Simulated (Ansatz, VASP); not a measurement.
This is a calculation of MoSe for VASP 6.6.1.

Contents of INCAR:

```
PREC     = Accurate       # precision mode
ENCUT    = 520            # plane-wave cutoff, eV
EDIFF    = 1E-6           # SCF threshold, eV
ISMEAR   = -1             # smearing method
SIGMA    = 0.05           # smearing width, eV
LREAL    = False          # projectors in reciprocal space
LASPH    = True           # aspherical terms in the spheres
NELM     = 100            # most SCF steps
ALGO     = Normal         # electronic algorithm
ISIF     = 2              # what is computed and relaxed
LWAVE    = False          # write WAVECAR
LCHARG   = True           # write CHGCAR
GGA      = PE             # functional
LELF     = True           # ELF
LVHAR    = True         
NBANDS   = 17             # bands
```

File KPOINTS:

```
Automatic mesh
0
Gamma
  9 9 6
```

Contents of POSCAR:

```
MoSe
1.0
    3.5387381967      0.0000000000      0.0000000000
   -1.7693691035      3.0646371787      0.0000000000
    0.0000000000      0.0000000000      4.4585581985
Mo Se
1 1
Direct
    0.6666666700      0.3333333300      0.0254445500
    0.3333333300      0.6666666700      0.1184304700
```

Potentials or basis: VASP PAW PBE potentials, release 64 (Mo_sv, Se).

Command:

```sh
$ cat potpaw_PBE.64/Mo_sv/POTCAR potpaw_PBE.64/Se/POTCAR > POTCAR
$ mpirun -np 1 vasp_std > vasp.out
```

Question: Translate it to Ansatz 0.2.0. Potentials there: all-electron LAPW, scalar-relativistic.

Answer: As run (the cutoff follows the program's own potentials):

The input input.yaml:

```yaml
crystal:
  lattice:
    - [3.5387381967, 0.0, 0.0]
    - [-1.7693691035, 3.0646371787, 0.0]
    - [0.0, 0.0, 4.4585581985]
  atoms:
    - { symbol: Mo, position: [0.66666667, 0.33333333, 0.02544455] }
    - { symbol: Se, position: [0.33333333, 0.66666667, 0.11843047] }
kpoints:
  mp_grid: { grid: [9, 9, 6] }
scf:
  occupations: { method: fermi_dirac, width: 0.05 }
hamiltonian:
  xc: pbe
  pseudopotentials: { kind: all_electron, lapw: { basis_error: 0.0005 } }
output:
  forces: true
  stress: true
  eigenvalues: true
```

Potentials or basis: all-electron LAPW, scalar-relativistic.

Run with:

```console
$ ansatz run input.yaml --threads 1 --pin off --max-ram 3072MiB --backend cpu --events-out ev --progress --plain --runs-dir out
```

Both were run:

|  | VASP | Ansatz | Ansatz less VASP |
| --- | --- | --- | --- |
| gap on the k mesh at the Fermi level (eV) | none | none | - |
| pressure (GPa) | 54.6 | 54.2 | -0.40 |
| traceless stress, the component that is largest in VASP (GPa) | -53.85 | -53.49 | +0.360 |
| rms of the force components (eV/Å) | 2.910 | 2.889 | -0.0210 |

Atom by atom the forces differ by 0.021 eV/Å (rms over components). A gap of «none» marks a metal or a gap that the smearing closes. Both programs put the cell under a high pressure, so it lies far from rest at this level. Ansatz ran all-electron here, and VASP with PAW potentials.
